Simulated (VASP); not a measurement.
# Ca (I4/mmm) in VASP: a series of runs, part 2 of 2

VASP 6.6.1. Earlier steps stand in the parts before.

### Step 3. Single point, PBE (strain -0.0750 x Voigt [1, 0, 0, 0, 0, 0])

The input, INCAR:

```
PREC = Accurate ; ENCUT = 520
EDIFF = 1E-7 ; ISMEAR = 0
SIGMA = 0.15 ; LREAL = F
LASPH = T ; NELM = 80
ALGO = Fast ; ISIF = 2
LWAVE = F ; LCHARG = F
GGA = PE ; NBANDS = 11
```

The input, KPOINTS:

```
regular mesh
0
Gamma
  14 14 14
```

The input, POSCAR:

```
Ca
1.0
    0.0000000000      2.7942000000      2.7942000000
    2.5846350000      0.0000000000      2.7942000000
    2.5846350000      2.7942000000      0.0000000000
Ca
1
Direct
    0.0000000000      0.0000000000      0.0000000000
```

Potentials or basis: VASP PAW PBE potentials, release 64 (Ca_sv).

On the command line:

```console
cat potpaw_PBE.64/Ca_sv/POTCAR > POTCAR
mpirun -np 1 vasp_std > vasp.out
```

OUTCAR:

```text
PREC = Accurate
   ENCUT = 520
   EDIFF = 1E-7
   ISMEAR = 0
   LREAL = F
   LASPH = T
   NELM = 80
   ISIF = 2
   GGA = PE

 ion  position               nearest neighbor table
   1  0.000  0.000  0.000-

  LATTYP: Found a body centered tetragonal cell.
 ALAT       =     3.9515955360
 C/A-ratio  =     1.3081475452

  Lattice vectors:

 A1 = (  -2.5846350000,   0.0000000000,  -2.7942000000)
 A2 = (  -2.5846350000,   0.0000000000,   2.7942000000)
 A3 = (   2.5846350000,   2.7942000000,   0.0000000000)

Analysis of symmetry for initial positions (statically):
=====================================================================
 Subroutine PRICEL returns:
 Original cell was already a primitive cell.

 Routine SETGRP: Setting up the symmetry group for a
 body centered tetragonal supercell.

 Subroutine GETGRP returns: Found 16 space group operations
 (whereof 16 operations were pure point group operations)
 out of a pool of 16 trial point group operations.

The static configuration has the point symmetry D_4h.

Analysis of symmetry for dynamics (positions and initial velocities):
[... 161 lines left out ...]
 val. band max:        2.1413219210   @ k =  -0.3571   0.2143   0.2143
 cond. band min:       2.1491742429   @ k =  -0.3571   0.3571   0.0714
 fundamental gap:      0.0078523220
 Fermi energy:         2.1431214715

 k-point     1 :       0.0000    0.0000    0.0000
  band No.  band energies     occupation
      1     -39.7737      2.00000
      2     -20.6867      2.00000
      3     -20.6867      2.00000
      4     -20.6791      2.00000
      5      -1.9638      2.00000
      6       4.4433      0.00000
      7       4.4433      0.00000
      8       4.7824      0.00000
      9       5.4192      0.00000
     10       5.8542      0.00000
     11      11.5108      0.00000
[... 309 lines left out ...]
 k-point    24 :       0.2857    0.1429   -0.0000
  band No.  band energies     occupation
      1     -39.7641      2.00000
      2     -20.7647      2.00000
      3     -20.7063      2.00000
      4     -20.7009      2.00000
      5      -0.7500      2.00000
      6       3.5549      0.00000
      7       4.3730      0.00000
      8       4.9835      0.00000
      9       5.3410      0.00000
     10       5.9946      0.00000
     11      10.2623      0.00000

 [... further k-points ...]
[... 5 lines left out ...]
  --------------------------------------------------------------------------------------
  -------------------------------------------------------------------------------------
  Total        0.2721209      0.1787305      0.1787305     -0.0000000      0.0000000      0.0000000
  in kB       10.8026018      7.0952059      7.0952059     -0.0000000      0.0000000      0.0000000
  external PRESSURE =       8.3310045 kB  Pullay stress =       0.0000000 kB

 VOLUME and BASIS-vectors are now :
 -----------------------------------------------------------------------------
  energy-cutoff  :      520.00
  volume of cell :       40.36
      direct lattice vectors                 reciprocal lattice vectors
     0.000000000  2.794200000  2.794200000    -0.193450913  0.178942094  0.178942094
     2.584635000  0.000000000  2.794200000     0.193450913 -0.178942094  0.178942094
     2.584635000  2.794200000  0.000000000     0.193450913  0.178942094 -0.178942094

 POSITION                                       TOTAL-FORCE (eV/Angst)
 -----------------------------------------------------------------------------------
      0.00000      0.00000      0.00000         0.000000      0.000000      0.000000
 -----------------------------------------------------------------------------------
    total drift:                               -0.000000     -0.000000     -0.000000

  FREE ENERGIE OF THE ION-ELECTRON SYSTEM (eV)
  ---------------------------------------------------
  free  energy   TOTEN  =        -1.9295215777 eV

  energy  without entropy=       -1.9145380995  energy(sigma->0) =       -1.92202984
```

OSZICAR:

```text
N       E                     dE             d eps       ncg     rms          rms(c)
DAV:   1     0.669419566793E+02    0.66942E+02   -0.50300E+03  5368   0.826E+02
DAV:   2    -0.433936424104E+00   -0.67376E+02   -0.66727E+02  5830   0.212E+02
DAV:   3    -0.186862890511E+01   -0.14347E+01   -0.14191E+01  7756   0.306E+01
DAV:   4    -0.194143882382E+01   -0.72810E-01   -0.72524E-01  7119   0.537E+00
DAV:   5    -0.194278937165E+01   -0.13505E-02   -0.13502E-02  7433   0.626E-01    0.217E+00
RMM:   6    -0.193283442354E+01    0.99549E-02   -0.94799E-03  5683   0.108E+00    0.135E+00
RMM:   7    -0.192972544415E+01    0.31090E-02   -0.20757E-02  6307   0.180E+00    0.113E-01
RMM:   8    -0.192936048056E+01    0.36496E-03   -0.49036E-03  6345   0.835E-01    0.283E-02
RMM:   9    -0.192947994571E+01   -0.11947E-03   -0.13584E-03  7859   0.398E-01    0.257E-02
RMM:  10    -0.192951296846E+01   -0.33023E-04   -0.23784E-04  8319   0.146E-01    0.999E-03
RMM:  11    -0.192951998507E+01   -0.70166E-05   -0.67206E-05  8735   0.623E-02    0.142E-02
RMM:  12    -0.192952285578E+01   -0.28707E-05   -0.83329E-06  7842   0.276E-02    0.121E-02
RMM:  13    -0.192952088313E+01    0.19727E-05   -0.60132E-06  8391   0.167E-02    0.238E-03
RMM:  14    -0.192952131089E+01   -0.42776E-06   -0.13591E-06  7762   0.750E-03    0.105E-03
RMM:  15    -0.192952170082E+01   -0.38994E-06   -0.42729E-07  6827   0.367E-03    0.153E-03
RMM:  16    -0.192952153226E+01    0.16856E-06   -0.23828E-07  5634   0.282E-03    0.388E-04
RMM:  17    -0.192952157770E+01   -0.45439E-07   -0.58502E-08  5135   0.163E-03
   1 F= -.19295216E+01 E0= -.19220298E+01  d E =-.149835E-01
```

It took 2.4 min on 1 thread of AMD EPYC 9R45 (Zen 5), shared host; peak memory 0.2 GiB.

Results:

| Quantity | Value |
| --- | --- |
| Free energy | -1.9295 eV |
| Pressure | 0.8 GPa |
| Band gap on the k mesh | zero (band 5 reaches 2.30 eV, above the bottom of band 6 at 2.02 eV) |

Levels at points of the mesh, in eV from the Fermi level:
```csv
k point,band 3,band 4,band 5,band 6,band 7,band 8
"(0.00, 0.00, 0.00)",-22.83,-22.82,-4.11,2.30,2.30,2.64
"(0.50, 0.00, 0.00)",-22.86,-22.84,-1.00,-0.12,2.05,2.51
"(0.50, 0.50, 0.00)",-22.89,-22.87,-0.58,0.64,0.79,4.19
"(0.00, 0.50, 0.50)",-22.90,-22.90,-0.36,0.42,1.62,4.23
```

Caveat: the cell differs from its parent crystal (strain -0.0750 x Voigt [1, 0, 0, 0, 0, 0]).
